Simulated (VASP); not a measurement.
Input of a VASP 6.6.1 run:

Contents of INCAR:

```
SYSTEM = Pd
ALGO = Normal
EDIFF = 1E-6
ENCUT = 520
GGA = PE
ISIF = 2
ISMEAR = -1
LASPH = .TRUE.
LCHARG = .FALSE.
LREAL = .FALSE.
LWAVE = .FALSE.
NBANDS = 11
NELM = 60
PREC = Accurate
SIGMA = 0.3
```

The input KPOINTS:

```
k-points
0
G
  14 14 14
  0 0 0
```

The input POSCAR:

```
Pd
1.0
    0.0000000000      1.9734737307      1.9734737307
    1.9734737307      0.0000000000      1.9734737307
    1.9734737307      1.9734737307      0.0000000000
Pd
1
Direct
    0.0000000000      0.0000000000      0.0000000000
```

Potentials or basis: VASP PAW PBE potentials, release 64 (Pd).

The run is started by

```console
$ cat potpaw_PBE.64/Pd/POTCAR > POTCAR
$ mpirun -np 1 vasp_std > vasp.out
```

Predict the pressure.

1.1 GPa.

Estimate the band gap on the k mesh.

zero (band 5 reaches 9.36 eV, above the bottom of band 6 at 7.87 eV).
